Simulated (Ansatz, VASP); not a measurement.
## BiTe: VASP beside Ansatz

File INCAR:

```
PREC     = Accurate       # precision mode
ENCUT    = 520            # plane-wave cutoff, eV
EDIFF    = 1E-7           # SCF threshold, eV
ISMEAR   = 0              # smearing method
SIGMA    = 0.15           # smearing width, eV
LREAL    = F              # projectors in reciprocal space
LASPH    = T              # aspherical terms in the spheres
NELM     = 60             # most SCF steps
ALGO     = Normal         # electronic algorithm
ISIF     = 2              # what is computed and relaxed
LWAVE    = F              # write WAVECAR
LCHARG   = F              # write CHGCAR
GGA      = PE             # functional
NBANDS   = 18             # bands
```

File KPOINTS:

```
regular mesh
0
Gamma
  16 16 16
```

The input POSCAR:

```
BiTe
1.0
    0.0000000000      3.1292743808      3.2511941619
    3.3731139430      0.0000000000      3.2511941619
    3.3731139430      3.1292743808      0.0000000000
Bi Te
1 1
Direct
    0.0000000000      0.0000000000      0.0000000000
    0.5000000000      0.5000000000      0.5000000000
```

Input for Ansatz:

```yaml
crystal:
  lattice:
    - [0.0, 3.1292743808, 3.2511941619]
    - [3.373113943, 0.0, 3.2511941619]
    - [3.373113943, 3.1292743808, 0.0]
  atoms:
    - { symbol: Bi, position: [0.0, 0.0, 0.0] }
    - { symbol: Te, position: [0.5, 0.5, 0.5] }
basis:
  ecutwfc: 420
kpoints:
  mp_grid: { grid: [16, 16, 16] }
hamiltonian:
  xc: pbe
scf:
  occupations: { method: gaussian, width: 0.15 }
output:
  forces: true
  stress: true
  eigenvalues: true
  write_density: true
  write_potential: true
  elf: true
  volumetric_format: npy
```

Change from the starting cell: strain +0.0375 x Voigt [1, -1, 0, 0, 0, 0], atoms carried along.

Alike in both runs: task single point; functional PBE; k mesh 16 × 16 × 16; occupations gaussian, width 0.15 eV; no spin polarisation.

```csv
,VASP,Ansatz
version,VASP 6.6.1,Ansatz 0.2.0
potentials or method,"VASP PAW PBE potentials, release 64 (Bi_d, Te), cutoff 520 eV","scalar-relativistic, plane waves, PAW"
valence electrons in the cell,21,31
```

```csv
,VASP,Ansatz,Ansatz less VASP
gap on the k mesh at the Fermi level (eV),none,none,-
pressure (GPa),0.4,0.5,+0.05
"traceless stress, the component that is largest in VASP (GPa)",3.28,3.29,+0.007
```

A gap of «none» marks a metal or a gap that the smearing closes. VASP's potentials hold 21 valence electrons a cell and Ansatz's 31, so a difference there can come from the potentials and not from the codes.

Spin-orbit coupling is off throughout.
